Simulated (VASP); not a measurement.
# ZnAu in VASP: further runs

Runs on ZnAu. Level: PBE. Tasks: single point.

All numbers are computed with VASP 6.6.1; they aren't measurements. Logs are shortened: lines on timing, memory, paths and dates and some standing lists are left out, and cuts for length are marked.

### 1 The cell of the first run

The structure is tetragonal, space group P4mm (No. 99). The conventional cell has a = 3.147 Å, b = 3.147 Å, c = 3.147 Å, α = 90.00°, β = 90.00°, γ = 90.00°. Zn (site symmetry 4mm) has 8 Au at 2.67 to 2.78 Å and 6 Zn at 3.15 Å within 3.5 Å. Au (site symmetry 4mm) has 8 Zn at 2.67 to 2.78 Å and 6 Au at 3.15 Å within 3.5 Å.

### 2 Single point, PBE (one atom moved)

INCAR

```
SYSTEM = ZnAu
ALGO = Normal
EDIFF = 1E-6
ENCUT = 520
GGA = PE
ISIF = 2
ISMEAR = 0
LASPH = .True.
LCHARG = .True.
LELF = .True.
LREAL = .False.
LVHAR = .True.
LWAVE = .False.
NBANDS = 18
NELM = 80
PREC = Accurate
SIGMA = 0.1
```

KPOINTS

```
k-points
0
Gamma
  12 12 12
  0 0 0
```

POSCAR

```
ZnAu
1.0
    3.1470000000      0.0000000000      0.0000000000
    0.0000000000      3.1470000000      0.0000000000
    0.0000000000      0.0000000000      3.1470000000
Zn Au
1 1
Direct
    0.5000000000      0.5000000000      0.5000000000
    0.0000000000      0.0285986654      0.0000000000
```

Potentials or basis: VASP PAW PBE potentials, release 64 (Zn, Au).

Launch:

```
$ cat potpaw_PBE.64/Zn/POTCAR potpaw_PBE.64/Au/POTCAR > POTCAR
$ mpirun -np 1 vasp_std > vasp.out
```

OUTCAR:

```text
SYSTEM = ZnAu
   EDIFF = 1E-6
   ENCUT = 520
   GGA = PE
   ISIF = 2
   ISMEAR = 0
   LASPH = .True.
   LREAL = .False.
   NELM = 80
   PREC = Accurate

 ion  position               nearest neighbor table
   1  0.500  0.500  0.500-   2 2.67   2 2.67   2 2.67   2 2.67   2 2.78   2 2.78   2 2.78   2 2.78

   2  0.000  0.029  0.000-   1 2.67   1 2.67   1 2.67   1 2.67   1 2.78   1 2.78   1 2.78   1 2.78

  LATTYP: Found a simple cubic cell.
 ALAT       =     3.1470000000

  Lattice vectors:

 A1 = (   3.1470000000,   0.0000000000,   0.0000000000)
 A2 = (   0.0000000000,   3.1470000000,   0.0000000000)
 A3 = (   0.0000000000,   0.0000000000,   3.1470000000)

Analysis of symmetry for initial positions (statically):
=====================================================================
 Subroutine PRICEL returns:
 Original cell was already a primitive cell.

 Routine SETGRP: Setting up the symmetry group for a
 simple cubic supercell.

 Subroutine GETGRP returns: Found  8 space group operations
 (whereof  8 operations were pure point group operations)
 out of a pool of 48 trial point group operations.

The static configuration has the point symmetry C_4v.

Analysis of symmetry for dynamics (positions and initial velocities):
=====================================================================
 Subroutine PRICEL returns:
 Original cell was already a primitive cell.

 Routine SETGRP: Setting up the symmetry group for a
 simple cubic supercell.

 Subroutine GETGRP returns: Found  8 space group operations
 (whereof  8 operations were pure point group operations)
 out of a pool of 48 trial point group operations.

The dynamic configuration has the point symmetry C_4v.

 Subroutine INISYM returns: Found  8 space group operations
 (whereof  8 operations are pure point group operations),
 and found     1 'primitive' translations

----------------------------------------------------------------------------------------

                                     Primitive cell

  volume of cell :      31.1667

  direct lattice vectors                    reciprocal lattice vectors
     3.147000000  0.000000000  0.000000000     0.317762949  0.000000000  0.000000000
     0.000000000  3.147000000  0.000000000     0.000000000  0.317762949  0.000000000
     0.000000000  0.000000000  3.147000000     0.000000000  0.000000000  0.317762949

  length of vectors
[... 66 lines left out ...]
   total plane-waves  NPLWV =  13824
   dimension x,y,z NGX =    24 NGY =   24 NGZ =   24
   dimension x,y,z NGXF=    48 NGYF=   48 NGZF=   48
   ions per type =               1   1
   NGX,Y,Z   is equivalent  to a cutoff of  12.68, 12.68, 12.68 a.u.
   NGXF,Y,Z  is equivalent  to a cutoff of  25.36, 25.36, 25.36 a.u.
 SYSTEM =  ZnAu
   PREC   = accura    normal or accurate (medium, high low for compatibility)
   ISTART =      0    job   : 0-new  1-cont  2-samecut
   ICHARG =      2    charge: 1-file 2-atom 10-const
   ISPIN  =      1    spin polarized calculation?
   LNONCOLLINEAR =      F non collinear calculations
   LSORBIT =      F    spin-orbit coupling
   LASPH  =      T    aspherical Exc in radial PAW
   ENCUT  =  520.0 eV  38.22 Ry    6.18 a.u.   5.85  5.85  5.85*2*pi/ulx,y,z
   NELM   =     80;   NELMIN=  2; NELMDL= -5     # of ELM steps
   EDIFF  = 0.1E-05   stopping-criterion for ELM
   LREAL  =      F    real-space projection
[... 7 lines left out ...]
   TEBEG  =    0.0;   TEEND  =   0.0 temperature during run
   PSTRESS=    0.0 pullay stress
   NELECT =      23.0000    total number of electrons
   NUPDOWN=      -1.0000    fix difference up-down
   EMIN   =  10.00;   EMAX   =-10.00  energy-range for DOS
   EFERMI =   0.00;   METHOD = LEGACY
   ISMEAR =     0;   SIGMA  =   0.10  broadening in eV -4-tet -1-fermi 0-gaus
   EFERMI_NEDOS =   21; number of points for ismear=-14 and -15
   IALGO  =     38    algorithm
   IMIX   =      4    mixing-type and parameters
     AMIX     =   0.40;   BMIX     =  1.00
     AMIX_MAG =   1.60;   BMIX_MAG =  1.00
  volume/ion in A,a.u.               =      15.58       105.16
  Fermi-wavevector in a.u.,A,eV,Ry     =   1.479406  2.795672 29.778283  2.188642
  Thomas-Fermi vector in A             =   2.593568
   LORBIT       =      0    0 simple, 1 ext, 2 COOP (PROOUT), +10 PAW based schemes
   GGA     = PE    functional components
   LHFCALC =     F    Hartree Fock is set to
   AEXX    =    0.0000 exact exchange contribution
   IVDW    =     0    specifies the selected vdW correction
   LEPSILON=     F    determine dielectric tensor
   LRPA    =     F    only Hartree local field effects (RPA)
 non-spin polarized calculation
 Gauss-broadening in eV      SIGMA  =   0.10
  energy-cutoff  :      520.00
  volume of cell :       31.17
 maximum number of plane-waves:       860
 NGX is ok and might be reduce to    24
   NGX = 11   NGY = 11   NGZ = 11

 number of electron      22.9999997 magnetization

 Free energy of the ion-electron system (eV)
  ---------------------------------------------------
  ext. energy  EPLUGINS =         0.00000000
  ---------------------------------------------------
  free energy    TOTEN  =        -4.71926777 eV

  energy without entropy =       -4.71702399  energy(sigma->0) =       -4.71814588

 E-fermi :   7.1635     XC(G=0): -12.3760

 val. band max:        7.0412091189   @ k =   0.4167   0.4167   0.1667
 cond. band min:       7.1731727607   @ k =   0.5000   0.4167   0.2500
 fundamental gap:      0.1319636418
 Fermi energy:         7.1635199423

 k-point     1 :       0.0000    0.0000    0.0000
  band No.  band energies     occupation
      1      -3.5242      2.00000
      2      -1.0429      2.00000
      3      -1.0280      2.00000
      4      -0.3501      2.00000
      5      -0.3398      2.00000
      6      -0.3398      2.00000
[... 481 lines left out ...]
      5      -0.3256      2.00000
      6      -0.2386      2.00000
[... 10 lines left out ...]
     17      20.1405      0.00000
     18      21.8704      0.00000

 [... further k-points ...]
[... 5 lines left out ...]
  --------------------------------------------------------------------------------------
  -------------------------------------------------------------------------------------
  Total        1.0759406      1.0000532      1.0759406     -0.0000000      0.0000000      0.0000000
  in kB       55.3106335     51.4095093     55.3106335     -0.0000000      0.0000000      0.0000000
  external PRESSURE =      54.0102588 kB  Pullay stress =       0.0000000 kB

 VOLUME and BASIS-vectors are now :
 -----------------------------------------------------------------------------
  energy-cutoff  :      520.00
  volume of cell :       31.17
      direct lattice vectors                 reciprocal lattice vectors
     3.147000000  0.000000000  0.000000000     0.317762949  0.000000000  0.000000000
     0.000000000  3.147000000  0.000000000     0.000000000  0.317762949  0.000000000
     0.000000000  0.000000000  3.147000000     0.000000000  0.000000000  0.317762949

 POSITION                                       TOTAL-FORCE (eV/Angst)
 -----------------------------------------------------------------------------------
      1.57350      1.57350      1.57350         0.000000      0.343412     -0.000000
      0.00000      0.09000      0.00000         0.000000     -0.343412      0.000000
 -----------------------------------------------------------------------------------
    total drift:                                0.000000     -0.000034     -0.000000

  FREE ENERGIE OF THE ION-ELECTRON SYSTEM (eV)
  ---------------------------------------------------
  free  energy   TOTEN  =        -4.7192677705 eV

  energy  without entropy=       -4.7170239901  energy(sigma->0) =       -4.71814588
```

OSZICAR:

```text
N       E                     dE             d eps       ncg     rms          rms(c)
DAV:   1     0.130788473969E+03    0.13079E+03   -0.11472E+04  7330   0.165E+03
DAV:   2     0.309828583377E+00   -0.13048E+03   -0.12441E+03  7148   0.314E+02
DAV:   3    -0.512638554899E+01   -0.54362E+01   -0.53763E+01  7946   0.687E+01
DAV:   4    -0.517389931637E+01   -0.47514E-01   -0.47496E-01  7700   0.566E+00
DAV:   5    -0.517440301947E+01   -0.50370E-03   -0.50370E-03  7606   0.627E-01    0.859E+00
DAV:   6    -0.475336933858E+01    0.42103E+00   -0.11915E+00  7524   0.120E+01    0.543E+00
DAV:   7    -0.472722186928E+01    0.26147E-01   -0.32377E-02  9356   0.363E+00    0.285E+00
DAV:   8    -0.471926047510E+01    0.79614E-02   -0.95418E-03  7302   0.996E-01    0.150E-01
DAV:   9    -0.471925652155E+01    0.39536E-05   -0.28244E-04  8522   0.294E-01    0.720E-02
DAV:  10    -0.471926671424E+01   -0.10193E-04   -0.46451E-05  7562   0.642E-02    0.185E-02
DAV:  11    -0.471926798691E+01   -0.12727E-05   -0.27491E-06  7016   0.198E-02    0.602E-03
DAV:  12    -0.471926777046E+01    0.21645E-06   -0.17224E-07  3810   0.693E-03
   1 F= -.47192678E+01 E0= -.47181459E+01  d E =-.224378E-02
```

stdout:

```text
POSCAR found type information on POSCAR ZnAu
 POSCAR found :  2 types and       2 ions
 scaLAPACK will be used
 LDA part: xc-table for (Slater+PW92), standard interpolation
 POSCAR, INCAR and KPOINTS ok, starting setup
 FFT: planning ... GRIDC
 FFT: planning ... GRID_SOFT
 FFT: planning ... GRID
 WAVECAR not read
 entering main loop
```

It took 46 s on 1 thread of Oxide Virtual Turin-like, shared host; peak memory 0.2 GiB.

Results:

```
Free energy            : -4.7193 eV
Pressure               : 5.4 GPa
Largest force          : 0.343 eV/Å
Band gap on the k mesh : zero (an odd number of electrons rules out a gap without spin polarisation)
```

Forces in eV/Å, atoms in the order of the input:
```
Zn   0.000  0.343  0.000
Au   0.000 -0.343  0.000
```

Levels at points of the mesh, in eV from the Fermi level:
| k point | band 9 | band 10 | band 11 | band 12 | band 13 | band 14 | band 15 | band 16 |
| --- | --- | --- | --- | --- | --- | --- | --- | --- |
| (0.00, 0.00, 0.00) | -3.82 | -3.82 | -3.82 | 4.93 | 4.93 | 4.98 | 8.77 | 12.03 |
| (0.50, 0.00, 0.00) | -4.99 | -4.96 | -3.96 | -2.46 | 10.16 | 10.96 | 11.00 | 11.08 |
| (0.00, 0.50, 0.00) | -4.99 | -4.99 | -3.97 | -2.44 | 10.36 | 10.78 | 10.78 | 11.32 |
| (0.50, 0.50, 0.00) | -4.16 | -3.24 | -2.05 | -2.03 | 0.77 | 2.43 | 10.36 | 12.63 |
| (0.50, 0.00, 0.50) | -4.18 | -3.24 | -2.04 | -2.04 | 0.77 | 2.44 | 10.39 | 12.65 |
| (0.50, 0.50, 0.50) | -3.19 | -3.19 | 1.35 | 3.53 | 3.64 | 3.64 | 3.70 | 5.84 |

Caveat: the cell differs from its parent crystal (one atom moved); the cell stands under pressure; spin-orbit coupling is left out, which moves the levels of the heavy elements.

### 3 Single point, PBE (strained)

INCAR

```
ALGO = Fast ; EDIFF = 1E-6
ENCUT = 520 ; GGA = PE
ISIF = 2 ; ISMEAR = 0
LASPH = True ; LCHARG = False
LREAL = False ; LWAVE = False
NBANDS = 18 ; NELM = 60
PREC = Accurate ; SIGMA = 0.1
```

KPOINTS

```
k-points
0
Gamma
  12 12 12
```

POSCAR

```
ZnAu
1.0
    3.1883830500      0.0000000000      0.0000000000
    0.0000000000      3.2355880500      0.0000000000
    0.0000000000      0.0000000000      3.1883830500
Zn Au
1 1
Direct
    0.5000000000      0.5000000000      0.5000000000
    0.0000000000      0.0000000000      0.0000000000
```

Potentials or basis: VASP PAW PBE potentials, release 64 (Zn, Au).

Launch:

```
$ cat potpaw_PBE.64/Zn/POTCAR potpaw_PBE.64/Au/POTCAR > POTCAR
$ mpirun -np 1 vasp_std > vasp.out
```

Wall time 65 s (1 thread of Oxide Virtual Turin-like, shared host); peak memory 0.2 GiB.

Results (log left out):

| Item | Value |
| --- | --- |
| Free energy | -4.7508 eV |
| Pressure | -1.7 GPa |
| Band gap on the k mesh | zero (an odd number of electrons rules out a gap without spin polarisation) |

Stress tensor (GPa, compression positive):
```
-1.67  0.00  0.00
 0.00 -1.83  0.00
 0.00  0.00 -1.67
```

Levels at points of the mesh, in eV from the Fermi level:
| k point | band 10 | band 11 | band 12 | band 13 | band 14 | band 15 |
| --- | --- | --- | --- | --- | --- | --- |
| (0.00, 0.00, 0.00) | -3.70 | -3.67 | 4.60 | 5.02 | 5.02 | 8.13 |
| (0.50, 0.00, 0.00) | -4.72 | -3.83 | -2.35 | 10.20 | 10.53 | 10.53 |
| (0.00, 0.50, 0.00) | -4.71 | -3.79 | -2.53 | 10.33 | 10.74 | 10.74 |
| (0.50, 0.50, 0.00) | -3.16 | -1.84 | -1.81 | 0.56 | 2.11 | 10.18 |
| (0.50, 0.00, 0.50) | -3.11 | -1.74 | -1.74 | 0.73 | 2.21 | 9.87 |
| (0.50, 0.50, 0.50) | -3.07 | 1.21 | 3.23 | 3.65 | 3.65 | 3.70 |

Caveat: the cell differs from its parent crystal (strained); spin-orbit coupling is left out, which moves the levels of the heavy elements.

The gap in the log of VASP goes by the Fermi energy; the results here count the filled bands.